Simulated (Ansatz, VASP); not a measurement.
## K: VASP beside Ansatz

```
K
1.0
    -2.60768    2.60768    2.60768
     2.60768   -2.60768    2.60768
     2.60768    2.60768   -2.60768
K
1
Direct
  0.00000 0.00000 0.00000
```

Alike in both runs: task single point; functional PBEsol; k mesh 4 × 4 × 4; occupations gaussian, width 0.1 eV; no spin polarisation.

```csv
,VASP,Ansatz
version,VASP 6.6.1,Ansatz 0.2.0
potentials or method,"VASP PAW PBE potentials, release 64 (K_sv), cutoff 500 eV","scalar-relativistic, plane waves, PAW"
valence electrons in the cell,9,9
```

|  | VASP | Ansatz | Ansatz less VASP |
| --- | --- | --- | --- |
| gap on the k mesh at the Fermi level (eV) | none | none | - |
| pressure (GPa) | 0.1 | 0.1 | +0.01 |

VASP's potentials were made for PBE, not for PBEsol, and Ansatz warns of the same on its side. A gap of «none» marks a metal or a gap that the smearing closes.

The k mesh is coarse, so the values compare programs but aren't converged.
